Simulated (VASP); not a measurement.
# LiSi16 (a cell with a defect) in VASP: further runs, part 2 of 2

VASP 6.6.1. The steps go on from the part before.

### Step 4. Single point, PBE

File INCAR:

```
SYSTEM = LiSi16
ALGO = Normal
EDIFF = 1E-6
ENCUT = 520
GGA = PE
ISIF = 2
ISMEAR = -1
LASPH = .TRUE.
LCHARG = .FALSE.
LREAL = Auto
LWAVE = .FALSE.
NBANDS = 48
NELECT = 66.0
NELM = 100
PREC = Accurate
SIGMA = 0.05
```

File KPOINTS:

```
k-points
0
G
  2 2 2
  0 0 0
```

File POSCAR:

```
LiSi16
1.0
    0.0000000000      5.4300000000      5.4300000000
    5.4300000000      0.0000000000      5.4300000000
    5.4300000000      5.4300000000      0.0000000000
Si Li
16 1
Direct
   -0.0023068140      0.0018058932     -0.0015060773
    0.1223628913      0.1316588398      0.1232337937
   -0.0023200737      0.0017839779      0.5025027624
    0.1271366483      0.1240176796      0.6246523020
   -0.0004280847      0.4998030387      0.0005949355
    0.1223540516      0.6225435543      0.1232185083
   -0.0023197974      0.4978575506      0.5024905157
    0.1223334254      0.6225183241      0.6324453959
    0.5016139963      0.0018156538     -0.0014915285
    0.6238497238      0.1240322284      0.1279020258
    0.4996768877     -0.0001481584      0.5004476059
    0.6238393186      0.1240170350      0.6246639963
    0.5016104972      0.4978767956     -0.0015003683
    0.6314299263      0.6225647330      0.1232487109
    0.5015947514      0.4978581031      0.5025127993
    0.6238403315      0.6273093923      0.6246567219
    0.2495483425      0.7497901473      0.2506319521
```

Command:

```console
> cat potpaw_PBE.64/Si/POTCAR potpaw_PBE.64/Li_sv/POTCAR > POTCAR
> mpirun -np 1 vasp_std > vasp.out
```

Wall time 3.9 min (1 thread of Intel Xeon Platinum 8488C (Sapphire Rapids), shared host); peak memory 0.48 GiB.

The run converged. Its results:

| Item | Value |
| --- | --- |
| Free energy | -93.5142 eV |
| Largest force | 0.006 eV/Å |

Forces in eV/Å, atoms in the order of the input:
```
Si   0.001  0.001  0.000
Si   0.003 -0.003  0.003
Si   0.000  0.000  0.000
Si   0.002 -0.001 -0.002
Si  -0.002 -0.001  0.002
Si  -0.003 -0.003 -0.003
Si   0.000  0.000  0.000
Si   0.003  0.003 -0.003
Si  -0.001  0.000 -0.003
Si   0.000 -0.001  0.000
Si  -0.001  0.000  0.001
Si   0.001  0.001  0.000
Si   0.002  0.000  0.000
Si  -0.004  0.003  0.003
Si   0.000 -0.001  0.000
Si  -0.001  0.001 -0.002
Li  -0.002  0.000  0.002
```

Levels at points of the mesh, in eV from the Fermi level:
```csv
k point,band 29,band 30,band 31,band 32,band 33,band 34,band 35,band 36,band 37,band 38
"(0.00, 0.00, 0.00)",-1.45,-1.45,-0.32,-0.32,-0.32,0.33,0.33,0.33,0.40,0.40
"(0.50, 0.00, 0.00)",-2.43,-1.13,-1.13,-1.04,-1.04,0.88,1.08,1.08,1.27,1.28
"(0.00, 0.50, 0.00)",-2.43,-1.13,-1.13,-1.04,-1.04,0.88,1.08,1.08,1.27,1.28
"(0.00, 0.00, 0.50)",-2.43,-1.13,-1.13,-1.04,-1.04,0.88,1.08,1.08,1.27,1.28
"(0.50, 0.50, 0.50)",-2.43,-1.13,-1.13,-1.04,-1.04,0.88,1.08,1.08,1.27,1.28
"(0.50, 0.50, 0.00)",-2.22,-1.68,-1.68,-1.63,-1.59,0.75,0.82,1.88,1.99,1.99
"(0.00, 0.50, 0.50)",-2.22,-1.68,-1.68,-1.63,-1.59,0.75,0.82,1.88,1.99,1.99
"(0.50, 0.00, 0.50)",-2.22,-1.68,-1.68,-1.63,-1.59,0.75,0.82,1.88,1.99,1.99
```

Caveat: the k points lie up to 0.50 Å⁻¹ apart; the cell carries a net charge on a neutralising background, which shifts energy and pressure; the cell is charged against a uniform background, so pressure and absolute levels hang on convention.

### Step 5. Single point, PBE

File INCAR:

```
  ALGO = Normal
  EDIFF = 1E-6
  ENCUT = 520
  GGA = PE
  ISIF = 2
  ISMEAR = -1
  LASPH = T
  LCHARG = F
  LREAL = Auto
  LWAVE = F
  NBANDS = 48
  NELECT = 66.0
  NELM = 100
  PREC = Accurate
  SIGMA = 0.05
```

File KPOINTS:

```
k-points
0
Gamma
  2 2 2
```

File POSCAR:

```
LiSi16
1.0
    0.0000000000      5.4300000000      5.4300000000
    5.4300000000      0.0000000000      5.4300000000
    5.4300000000      5.4300000000      0.0000000000
Si Li
16 1
Direct
    0.0008476980      0.0003941068      0.0011027624
    0.1250228361      0.1246058932      0.1252578269
    0.0008518416      0.0003988029      0.4977993554
    0.1230642726      0.1225633517      0.6272622468
    0.0008319521      0.4971492634      0.0010881215
    0.1230364641      0.6265537753      0.1233215470
   -0.0068252302      0.5018348066      0.5025779006
    0.1230430939      0.6265589319      0.6272456722
    0.4975651934      0.0003911602      0.0011003683
    0.6270070902      0.1225527624      0.1233378453
    0.5023336096     -0.0073711786      0.5026011971
    0.6270119705      0.1225594843      0.6272593002
    0.5022946593      0.5018198895     -0.0065125230
    0.6269895028      0.6265504604      0.1233178637
    0.5023037753      0.5018291897      0.5025726519
    0.6250287293      0.6244775322      0.6253443831
    0.3750309392      0.3744449355      0.3753651934
```

Command:

```console
> cat potpaw_PBE.64/Si/POTCAR potpaw_PBE.64/Li_sv/POTCAR > POTCAR
> mpirun -np 1 vasp_std > vasp.out
```

It took 4.2 min on 1 thread of Intel Xeon Platinum 8488C (Sapphire Rapids), shared host; peak memory 0.48 GiB.

Results (log left out):

```yaml
Free_energy: -93.5142 eV
Largest_force: 0.006 eV/Å
```

Forces on the atoms (eV/Å):
```
Si   0.000 -0.001 -0.001
Si   0.000 -0.001  0.001
Si   0.000  0.001 -0.001
Si   0.000  0.001 -0.001
Si   0.000 -0.001  0.001
Si   0.000  0.001  0.000
Si   0.003 -0.003 -0.004
Si   0.000  0.001 -0.001
Si  -0.001  0.000  0.001
Si   0.000  0.000  0.000
Si  -0.002  0.003 -0.003
Si   0.000  0.001 -0.001
Si  -0.003 -0.003  0.003
Si   0.000  0.000 -0.001
Si   0.003  0.004  0.003
Si   0.001 -0.002  0.003
Li   0.000  0.000  0.001
```

Levels at points of the mesh, in eV from the Fermi level:
| k point | band 30 | band 31 | band 32 | band 33 | band 34 | band 35 | band 36 | band 37 |
| --- | --- | --- | --- | --- | --- | --- | --- | --- |
| (0.00, 0.00, 0.00) | -1.45 | -0.32 | -0.32 | -0.32 | 0.33 | 0.33 | 0.33 | 0.40 |
| (0.50, 0.00, 0.00) | -1.13 | -1.13 | -1.04 | -1.04 | 0.88 | 1.08 | 1.08 | 1.27 |
| (0.00, 0.50, 0.00) | -1.13 | -1.13 | -1.04 | -1.04 | 0.88 | 1.08 | 1.08 | 1.27 |
| (0.00, 0.00, 0.50) | -1.13 | -1.13 | -1.04 | -1.04 | 0.88 | 1.08 | 1.08 | 1.27 |
| (0.50, 0.50, 0.50) | -1.13 | -1.13 | -1.04 | -1.04 | 0.88 | 1.08 | 1.08 | 1.27 |
| (0.50, 0.50, 0.00) | -1.68 | -1.68 | -1.63 | -1.59 | 0.75 | 0.82 | 1.88 | 1.99 |
| (0.00, 0.50, 0.50) | -1.68 | -1.68 | -1.63 | -1.59 | 0.75 | 0.82 | 1.88 | 1.99 |
| (0.50, 0.00, 0.50) | -1.68 | -1.68 | -1.63 | -1.59 | 0.75 | 0.82 | 1.88 | 1.99 |

Caveat: the k points lie up to 0.50 Å⁻¹ apart; the cell carries a net charge on a neutralising background, which shifts energy and pressure; the cell is charged against a uniform background, so pressure and absolute levels hang on convention.
